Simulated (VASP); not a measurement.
# Al in VASP: further runs

Runs on Al. Level: PBE0. Tasks: single point, relaxation of cell and atoms.

Program: VASP 6.6.1. These are calculated values, not measurements. Logs are shortened: lines on timing, memory, paths and dates and some standing lists are left out, and cuts for length are marked.

## Step 1: The cell of the first run

It takes space group C2/m (No. 12, monoclinic). Conventional cell: a = 4.961 Å, b = 2.820 Å, c = 2.834 Å, α = 90.00°, β = 124.47°, γ = 90.00°. Al (site symmetry 2/m) has 12 Al at 2.82 to 2.87 Å within 3.7 Å.

## Step 2: Single point, PBE0

File POSCAR:

```
Al
1.0
    0.0093789499      2.0494475138      2.0036895099
    2.0039223118      0.0094381110      2.0040047832
    2.0033658890      2.0498090724      0.0096849840
Al
1
Direct
    0.0000000000      0.0000000000      0.0000000000
```

File INCAR.step1:

```
SYSTEM = Al
ALGO     = Normal         ! electronic algorithm
EDIFF    = 1E-5           ! SCF threshold, eV
ENCUT    = 520            ! plane-wave cutoff, eV
GGA      = PE             ! functional
ISIF     = 2              ! what is computed and relaxed
ISMEAR   = -1             ! smearing method
LASPH    = .TRUE.         ! aspherical terms in the spheres
LREAL    = .FALSE.        ! projectors in reciprocal space
LWAVE    = .TRUE.         ! write WAVECAR
NBANDS   = 8              ! bands
NELM     = 100            ! most SCF steps
PREC     = Accurate       ! precision mode
SIGMA    = 0.05           ! smearing width, eV
```

File INCAR.step2:

```
SYSTEM = Al
AEXX     = 0.25           ! exact-exchange fraction
ALGO     = Normal         ! electronic algorithm
EDIFF    = 1E-7           ! SCF threshold, eV
ENCUT    = 520            ! plane-wave cutoff, eV
GGA      = PE             ! functional
ISIF     = 2              ! what is computed and relaxed
ISMEAR   = -1             ! smearing method
ISTART   = 1            
LASPH    = .TRUE.         ! aspherical terms in the spheres
LCHARG   = .TRUE.         ! write CHGCAR
LELF     = .TRUE.         ! ELF
LHFCALC  = .TRUE.         ! exact exchange
LREAL    = .FALSE.        ! projectors in reciprocal space
LVHAR    = .TRUE.       
LWAVE    = .FALSE.        ! write WAVECAR
NBANDS   = 8              ! bands
NELM     = 100            ! most SCF steps
PREC     = Accurate       ! precision mode
PRECFOCK = Normal       
SIGMA    = 0.05           ! smearing width, eV
```

File KPOINTS:

```
k-points
0
G
  6 6 6
  0 0 0
```

Potentials or basis: VASP PAW PBE potentials, release 64 (Al).

Launch:

```sh
> cat potpaw_PBE.64/Al/POTCAR > POTCAR
> cp INCAR.step1 INCAR
> mpirun -np 1 vasp_std > vasp.out
> cp INCAR.step2 INCAR
> mpirun -np 1 vasp_std > vasp.out
```

OUTCAR:

```text
SYSTEM = Al
   AEXX = 0.25
   EDIFF = 1E-7
   ENCUT = 520
   GGA = PE
   ISIF = 2
   ISMEAR = -1
   ISTART = 1
   LASPH = .TRUE.
   LHFCALC = .TRUE.
   LREAL = .FALSE.
   NELM = 100
   PREC = Accurate
   PRECFOCK = Normal

 ion  position               nearest neighbor table
   1  0.000  0.000  0.000-

  LATTYP: Found a triclinic cell.
 ALAT       =     2.8661986548
 B/A-ratio  =     0.9887828741
 C/A-ratio  =     0.9838591707
 COS(alpha) =     0.0000245599
 COS(beta)  =     0.4919177580
 COS(gamma) =     0.4990235652

  Lattice vectors:

 A1 = (  -0.0093789499,  -2.0494475138,  -2.0036895099)
 A2 = (  -2.0039223118,  -0.0094381110,  -2.0040047832)
 A3 = (   1.9939869391,   0.0003615586,  -1.9940045259)

Analysis of symmetry for initial positions (statically):
=====================================================================
 Subroutine PRICEL returns:
 Original cell was already a primitive cell.

 Routine SETGRP: Setting up the symmetry group for a
 triclinic supercell.

 Subroutine GETGRP returns: Found  2 space group operations
 (whereof  2 operations were pure point group operations)
 out of a pool of  2 trial point group operations.

The static configuration has the point symmetry S_2 .

Analysis of symmetry for dynamics (positions and initial velocities):
=====================================================================
 Subroutine PRICEL returns:
 Original cell was already a primitive cell.

 Routine SETGRP: Setting up the symmetry group for a
 triclinic supercell.

 Subroutine GETGRP returns: Found  2 space group operations
 (whereof  2 operations were pure point group operations)
 out of a pool of  2 trial point group operations.

The dynamic configuration has the point symmetry S_2 .

 Subroutine INISYM returns: Found  2 space group operations
 (whereof  2 operations are pure point group operations),
 and found     1 'primitive' translations

----------------------------------------------------------------------------------------

                                     Primitive cell

  volume of cell :      16.3423

  direct lattice vectors                    reciprocal lattice vectors
     0.009378950  2.049447514  2.003689510    -0.251355834  0.244478662  0.250194087
     2.003922312  0.009438111  2.004004783     0.250107314 -0.245622044  0.250060571
     2.003365889  2.049809072  0.009684984     0.250159908  0.244545714 -0.251301332

  length of vectors
     2.866198655  2.834048144  2.866232007     0.430751266  0.430597430  0.430737676

  position of ions in fractional coordinates (direct lattice)
     0.000000000  0.000000000  0.000000000

  ion indices of the primitive-cell ions
   primitive index   ion index
                 1           1

----------------------------------------------------------------------------------------

 KPOINTS: k-points

Automatic generation of k-mesh.
 Grid dimensions read from file:
 generate k-points for:    6    6    6

 Generating k-lattice:

  Cartesian coordinates                     Fractional coordinates (reciprocal lattice)
    -0.041892639  0.040746444  0.041699015     0.166666667 -0.000000000  0.000000000
     0.041684552 -0.040937007  0.041676762     0.000000000  0.166666667 -0.000000000
     0.041693318  0.040757619 -0.041883555    -0.000000000 -0.000000000  0.166666667

  Length of vectors
     0.071791878  0.071766238  0.071789613

  Shift w.r.t. Gamma in fractional coordinates (k-lattice)
     0.000000000  0.000000000  0.000000000

 Subroutine IBZKPT returns following result:
 ===========================================

 Found    112 irreducible k-points:

 Following reciprocal coordinates:
            Coordinates               Weight
  0.000000  0.000000  0.000000      1.000000
  0.166667 -0.000000 -0.000000      2.000000
  0.333333  0.000000 -0.000000      2.000000
  0.500000 -0.000000 -0.000000      1.000000
  0.000000  0.166667  0.000000      2.000000
  0.166667  0.166667 -0.000000      2.000000
[... 16 lines left out ...]
  0.333333  0.000000  0.166667      2.000000
  0.500000  0.000000  0.166667      2.000000
 [... further k-points ...]
   k-points           NKPTS =    112   k-points in BZ     NKDIM =    216   number of bands    NBANDS=      8
   number of dos      NEDOS =    301   number of ions     NIONS =      1
   total plane-waves  NPLWV =  13824
   dimension x,y,z NGX =    24 NGY =   24 NGZ =   24
   dimension x,y,z NGXF=    48 NGYF=   48 NGZF=   48
   ions per type =               1
   NGX,Y,Z   is equivalent  to a cutoff of  13.92, 14.08, 13.92 a.u.
   NGXF,Y,Z  is equivalent  to a cutoff of  27.84, 28.16, 27.84 a.u.
 SYSTEM =  Al
   PREC   = accura    normal or accurate (medium, high low for compatibility)
   ISTART =      1    job   : 0-new  1-cont  2-samecut
   ICHARG =      0    charge: 1-file 2-atom 10-const
   ISPIN  =      1    spin polarized calculation?
   LNONCOLLINEAR =      F non collinear calculations
   LSORBIT =      F    spin-orbit coupling
   LASPH  =      T    aspherical Exc in radial PAW
   ENCUT  =  520.0 eV  38.22 Ry    6.18 a.u.   5.33  5.27  5.33*2*pi/ulx,y,z
   NELM   =    100;   NELMIN=  2; NELMDL=  0     # of ELM steps
   EDIFF  = 0.1E-06   stopping-criterion for ELM
   LREAL  =      F    real-space projection
   EDIFFG = 0.1E-05   stopping-criterion for IOM
   NSW    =      0    number of steps for IOM
   IBRION =     -1    ionic relax: 0-MD 1-quasi-New 2-CG
   NFREE  =      0    steps in history (QN), initial steepest desc. (CG)
   ISIF   =      2    stress and relaxation
   ISYM   =      3    0-nonsym 1-usesym 2-fastsym
   POTIM  = 0.5000    time-step for ionic-motion
   TEBEG  =    0.0;   TEEND  =   0.0 temperature during run
   PSTRESS=    0.0 pullay stress
   NELECT =       3.0000    total number of electrons
   NUPDOWN=      -1.0000    fix difference up-down
   EMIN   =  10.00;   EMAX   =-10.00  energy-range for DOS
   EFERMI =   0.00;   METHOD = LEGACY
   ISMEAR =    -1;   SIGMA  =   0.05  broadening in eV -4-tet -1-fermi 0-gaus
   EFERMI_NEDOS =   21; number of points for ismear=-14 and -15
   IALGO  =     38    algorithm
   IMIX   =      1    mixing-type and parameters
     AMIX     =   0.40;   BMIX     =  1.00
     AMIX_MAG =   1.60;   BMIX_MAG =  1.00
  volume/ion in A,a.u.               =      16.34       110.28
  Fermi-wavevector in a.u.,A,eV,Ry     =   0.930417  1.758232 11.778222  0.865675
  Thomas-Fermi vector in A             =   2.056803
   LORBIT       =      0    0 simple, 1 ext, 2 COOP (PROOUT), +10 PAW based schemes
   GGA     = PE    functional components
   LHFCALC =     T    Hartree Fock is set to
   PRECFOCK=normal    Normal, Fast or Accurate (Low or Medium for compatibility)
   ENCUT4O =  -1.0   cutoff for four orbital integrals eV
   NKREDX  =     1    reduce k-point grid by
   NKREDY  =     1    reduce k-point grid by
   NKREDZ  =     1    reduce k-point grid by
   AEXX    =    0.2500 exact exchange contribution
   HFSCREEN=    0.0000 screening length (either q_TF or 0.3 A-1)
   HFSCREENC=   0.0000 screening length for correlation (either q_TF or 0.3 A-1)
   ENCUTFOCK=  -1.0 apply spherical cutoff to Coloumb kernel
   IVDW    =     0    specifies the selected vdW correction
   LEPSILON=     F    determine dielectric tensor
   LRPA    =     F    only Hartree local field effects (RPA)
 non-spin polarized calculation
  energy-cutoff  :      520.00
  volume of cell :       16.34
 maximum number of plane-waves:       452
 NGX is ok and might be reduce to    24
  NGX = 16; NGY = 16; NGZ = 16

 number of electron       3.0000000 magnetization

 Free energy of the ion-electron system (eV)
  ---------------------------------------------------
  ext. energy  EPLUGINS =         0.00000000
  ---------------------------------------------------
  free energy    TOTEN  =        -4.50588345 eV

  energy without entropy =       -4.50523921  energy(sigma->0) =       -4.50556133

 E-fermi :   8.5125     XC(G=0):  -8.0501

 val. band max:        7.9756375568   @ k =  -0.3333  -0.0000   0.3333
 cond. band min:       8.5125367118   @ k =   0.3333   0.3333   0.3333
 fundamental gap:      0.5368991550
 Fermi energy:         8.5125033739

 k-point     1 :       0.0000    0.0000    0.0000
  band No.  band energies     occupation
      1      -5.1349      2.00000
      2      22.0385      0.00000
      3      22.3047      0.00000
      4      22.4198      0.00000
      5      23.6621      0.00000
      6      23.9207      0.00000
      7      23.9535      0.00000
      8      26.0064      0.00000

 k-point     2 :       0.1667   -0.0000   -0.0000
  band No.  band energies     occupation
      1      -4.2817      2.00000
      2      15.9445      0.00000
      3      20.7844      0.00000
      4      20.9936      0.00000
      5      24.1914      0.00000
      6      25.5539      0.00000
      7      26.0118      0.00000
      8      26.9745      0.00000

 k-point     3 :       0.3333    0.0000   -0.0000
  band No.  band energies     occupation
      1      -1.7322      2.00000
      2       9.0067      0.00010
      3      20.0954      0.00000
      4      20.4411      0.00000
      5      22.6317      0.00000
      6      23.3419      0.00000
      7      23.8928      0.00000
      8      27.0444      0.00000

 k-point     4 :       0.5000   -0.0000   -0.0000
  band No.  band energies     occupation
      1       2.3580      2.00000
      2       2.6902      2.00000
      3      20.6840      0.00000
      4      20.7184      0.00000
      5      21.2015      0.00000
      6      21.2555      0.00000
      7      24.5714      0.00000
      8      25.0624      0.00000

 k-point     5 :       0.0000    0.1667    0.0000
  band No.  band energies     occupation
      1      -4.2824      2.00000
      2      15.9330      0.00000
      3      20.6632      0.00000
      4      21.1187      0.00000
      5      24.2029      0.00000
      6      25.4931      0.00000
      7      26.1546      0.00000
      8      26.8414      0.00000
[... 177 lines left out ...]
 k-point    22 :       0.1667   -0.0000    0.1667
  band No.  band energies     occupation
      1      -4.0356      2.00000
      2      18.4772      0.00000
      3      18.6445      0.00000
      4      18.7283      0.00000
      5      21.3636      0.00000
      6      22.0790      0.00000
      7      28.8592      0.00000
      8      29.0174      0.00000

 k-point    23 :       0.3333    0.0000    0.1667
  band No.  band energies     occupation
      1      -2.0902      2.00000
      2      12.0336      0.00000
      3      17.4412      0.00000
      4      17.5275      0.00000
      5      19.1370      0.00000
      6      24.5849      0.00000
      7      28.3749      0.00000
      8      29.3797      0.00000

 k-point    24 :       0.5000    0.0000    0.1667
  band No.  band energies     occupation
      1       1.5347      2.00000
      2       5.1968      2.00000
      3      14.9716      0.00000
      4      17.7722      0.00000
      5      19.5707      0.00000
      6      25.9743      0.00000
      7      28.4069      0.00000
      8      29.8994      0.00000

 [... further k-points ...]

------------------------ aborting loop because EDIFF is reached ----------------------------------------

  FORCE on cell =-STRESS in cart. coord.  units (eV):
  Direction    XX          YY          ZZ          XY          YZ          ZX
  --------------------------------------------------------------------------------------
  -------------------------------------------------------------------------------------
  Total       -0.0052487      0.0009611     -0.0060172      0.0004545      0.0012143      0.0022291
  in kB       -0.5145751      0.0942258     -0.5899171      0.0445539      0.1190495      0.2185393
  external PRESSURE =      -0.3367555 kB  Pullay stress =       0.0000000 kB

 VOLUME and BASIS-vectors are now :
 -----------------------------------------------------------------------------
  energy-cutoff  :      520.00
  volume of cell :       16.34
      direct lattice vectors                 reciprocal lattice vectors
     0.009378950  2.049447514  2.003689510    -0.251355834  0.244478662  0.250194087
     2.003922312  0.009438111  2.004004783     0.250107314 -0.245622044  0.250060571
     2.003365889  2.049809072  0.009684984     0.250159908  0.244545714 -0.251301332

 POSITION                                       TOTAL-FORCE (eV/Angst)
 -----------------------------------------------------------------------------------
      0.00000      0.00000      0.00000         0.000000     -0.000000     -0.000000
 -----------------------------------------------------------------------------------
    total drift:                               -0.000000     -0.000000     -0.000000

  FREE ENERGIE OF THE ION-ELECTRON SYSTEM (eV)
  ---------------------------------------------------
  free  energy   TOTEN  =        -4.5058834541 eV

  energy  without entropy=       -4.5052392086  energy(sigma->0) =       -4.50556133
```

It took 14 min on 1 thread of Oxide Virtual Turin-like, shared host; peak memory 0.11 GiB.

What came out:

| Quantity | Value |
| --- | --- |
| Free energy | -4.5059 eV |
| Pressure | 0.0 GPa |
| Band gap on the k mesh | zero (an odd number of electrons rules out a gap without spin polarisation) |

Caveat: the k points lie up to 0.45 Å⁻¹ apart, too coarse for converged energies and pressures of a metal; the PAW data sets were made with another functional, which shifts forces and pressure a little.

## Step 3: Relaxation of cell and atoms, PBE0

This run uses another cell than the first one, of 16.57 Å³/atom.

File POSCAR:

```
Al
1.0
   -0.0204552100      1.9706540500      2.0438328400
    2.0026569100      0.0099662700      2.0134113600
    2.0592944800      1.9968701300     -0.0466712900
Al
1
Direct
    0.0000000000      0.0000000000      0.0000000000
```

File INCAR.step1:

```
  PREC = Accurate
  ENCUT = 600
  EDIFF = 1E-5
  ISMEAR = -1
  SIGMA = 0.05
  LREAL = F
  LASPH = T
  NELM = 60
  ALGO = Normal
  LWAVE = T
  LCHARG = F
  GGA = PE
  NBANDS = 8
```

File INCAR.step2:

```
  PREC = Accurate
  ENCUT = 600
  EDIFF = 1E-6
  ISMEAR = -1
  SIGMA = 0.05
  LREAL = F
  LASPH = T
  NELM = 60
  ALGO = Normal
  ISIF = 3
  LWAVE = F
  LCHARG = F
  GGA = PE
  LHFCALC = T
  AEXX = 0.25
  PRECFOCK = Normal
  IBRION = 2
  NSW = 60
  EDIFFG = -0.01
  ISTART = 1
```

File KPOINTS:

```
Automatic mesh
0
Gamma
  6 6 6
```

Potentials or basis: VASP PAW PBE potentials, release 64 (Al).

Launch:

```sh
> cat potpaw_PBE.64/Al/POTCAR > POTCAR
> cp INCAR.step1 INCAR
> mpirun -np 1 vasp_std > vasp.out
> cp INCAR.step2 INCAR
> mpirun -np 1 vasp_std > vasp.out
```

Run time: 58 min. Hardware: 1 thread of Oxide Virtual Turin-like, shared host; peak memory 0.12 GiB.

Results (log left out):

```yaml
Free_energy: -4.5052 eV
Relaxed_volume: 16.31 Å³/atom
Relaxed_cell: a = 2.842 Å, b = 2.842 Å, c = 2.848 Å, α = 60.55°, β = 60.54°, γ = 59.33°
Space_group_after_relaxing_to_0.1_Å: Fm-3m (No. 225)
Energy_gained_by_relaxing: 14.5 meV/atom
Ionic_steps: 8
Pressure_after_relaxing: 0.0 GPa
Band_gap_on_the_k_mesh: zero (an odd number of electrons rules out a gap without spin polarisation)
```

The path:
| step | energy change (eV) | largest force (eV/Å) | pressure (GPa) | volume (Å³) |
| --- | --- | --- | --- | --- |
| 1 | 0.0000 | 0.0000 | -1.13 | 16.57 |
| 2 | -0.0117 | 0.0000 | 0.17 | 16.28 |
| 3 | -0.0145 | 0.0000 | -0.28 | 16.36 |
| 4 | -0.0145 | 0.0000 | -0.30 | 16.37 |
| 5 | -0.0145 | 0.0000 | 0.02 | 16.30 |
| 6 | -0.0145 | 0.0000 | -0.02 | 16.31 |
| 7 | -0.0145 | 0.0000 | -0.02 | 16.31 |
| 8 | -0.0145 | 0.0000 | 0.01 | 16.31 |

Final structure:
```
Al
1.0
     0.00311    1.99203    2.02685
     1.99227    0.00303    2.02646
     2.01309    2.01398   -0.01864
Al
1
Direct
  0.00000 0.00000 0.00000
```

Levels at points of the mesh, in eV from the Fermi level:
```tsv
k point	band 1	band 2	band 3	band 4
(0.00, 0.00, 0.00)	-13.57	13.49	13.93	14.12
(0.50, 0.00, 0.00)	-6.05	-5.68	12.35	12.35
(0.00, 0.50, 0.00)	-6.05	-5.68	12.35	12.36
(0.50, 0.50, 0.00)	-4.28	-2.68	6.09	6.38
(0.00, 0.00, 0.50)	-6.22	-6.03	12.53	12.63
(0.50, 0.00, 0.50)	-4.03	-2.25	5.88	6.10
(0.00, 0.50, 0.50)	-4.03	-2.24	5.88	6.09
(0.50, 0.50, 0.50)	-6.07	-5.72	12.15	12.20
```

Caveat: the k points lie up to 0.45 Å⁻¹ apart in the final cell, too coarse for converged energies and pressures of a metal; the PAW data sets were made with another functional, which shifts forces and pressure a little.

The gap in the log of VASP goes by the Fermi energy; the results here count the filled bands.